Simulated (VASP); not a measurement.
Wanted: the native input for a VASP 6.6.1 run.

```yaml
Task: single point
Functional: LDA
Potentials_or_basis: VASP PAW LDA potentials, release 64 (Cd, Te)
Cutoff: 520 eV
k_mesh: 12 × 12 × 12
Occupations: fermi-dirac, width 0.05 eV
Spin: no spin polarisation
Dipole_correction: no
Further_INCAR_settings: ALGO = Normal; EDIFF = 1e-06; NBANDS = 16
```

The structure of CdTe (zincblende type) lies in POSCAR:

```
CdTe
1.0
    0.0000000000      3.0700531503      3.0700531503
    3.0700531503      0.0000000000      3.0700531503
    3.0700531503      3.0700531503      0.0000000000
Cd Te
1 1
Direct
    0.0000000000      0.0000000000      0.0000000000
    0.2500000000      0.2500000000      0.2500000000
```

One way to write it, as run:

INCAR

```
  ALGO = Normal
  EDIFF = 1E-6
  ENCUT = 520
  ISIF = 2
  ISMEAR = -1
  LASPH = True
  LCHARG = False
  LREAL = False
  LWAVE = False
  NBANDS = 16
  NELM = 60
  PREC = Accurate
  SIGMA = 0.05
```

KPOINTS

```
k-points
0
Gamma
  12 12 12
```

Potentials or basis: VASP PAW LDA potentials, release 64 (Cd, Te).

Run with:

```sh
$ cat potpaw_LDA.64/Cd/POTCAR potpaw_LDA.64/Te/POTCAR > POTCAR
$ mpirun -np 1 vasp_std > vasp.out
```

It gave:

```yaml
Pressure: 8.5 GPa
Band_gap_on_the_k_mesh: 1.06 eV
```

Caveat: the cell stands under pressure; spin-orbit coupling is left out, which moves the levels of the heavy elements.

It took 58 s on 1 thread of Intel Xeon 8259CL, on a shared host, peak memory 0.2 GiB.
